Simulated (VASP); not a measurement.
Here is a VASP 6.6.1 calculation.

The input POSCAR:

```
Ir
1.0
    0.0000000000      1.9408081540      1.9408081540
    1.9408081540      0.0000000000      1.9408081540
    1.9408081540      1.9408081540      0.0000000000
Ir
1
Direct
    0.0000000000      0.0000000000      0.0000000000
```

INCAR.step1

```
PREC = Accurate
ENCUT = 460
EDIFF = 1E-5
ISMEAR = -1
SIGMA = 0.05
LREAL = F
LASPH = T
NELM = 120
ALGO = Normal
ISIF = 2
LWAVE = T
GGA = PE
NBANDS = 14
GGA_COMPAT = F
```

File INCAR.step2:

```
PREC = Accurate
ENCUT = 460
EDIFF = 1E-6
ISMEAR = -1
SIGMA = 0.05
LREAL = F
LASPH = T
NELM = 120
ALGO = Normal
ISIF = 2
LWAVE = F
LCHARG = T
METAGGA = R2SCAN
LHFCALC = T
AEXX = 0.1
LMIXTAU = T
PRECFOCK = Normal
LELF = T
LVHAR = T
ISTART = 1
NBANDS = 14
GGA_COMPAT = F
```

Contents of KPOINTS:

```
regular mesh
0
Gamma
  6 6 6
```

Potentials or basis: VASP PAW PBE potentials, release 64 (Ir_sv_GW).

Launch:

```sh
$ cat potpaw_PBE.64/Ir_sv_GW/POTCAR > POTCAR
$ cp INCAR.step1 INCAR
$ mpirun -np 1 vasp_std > vasp.out
$ cp INCAR.step2 INCAR
$ mpirun -np 1 vasp_std > vasp.out
```

**Question.** Estimate the pressure.

**Answer.** -16.6 GPa.

**Question.** Predict the band gap on the k mesh.

**Answer.** Zero (an odd number of electrons rules out a gap without spin polarisation).

Caveat: the k points lie up to 0.47 Å⁻¹ apart, too coarse for converged energies and pressures of a metal; the PAW data sets were made with another functional, which shifts forces and pressure a little; spin-orbit coupling is left out, which moves the levels of the heavy elements.
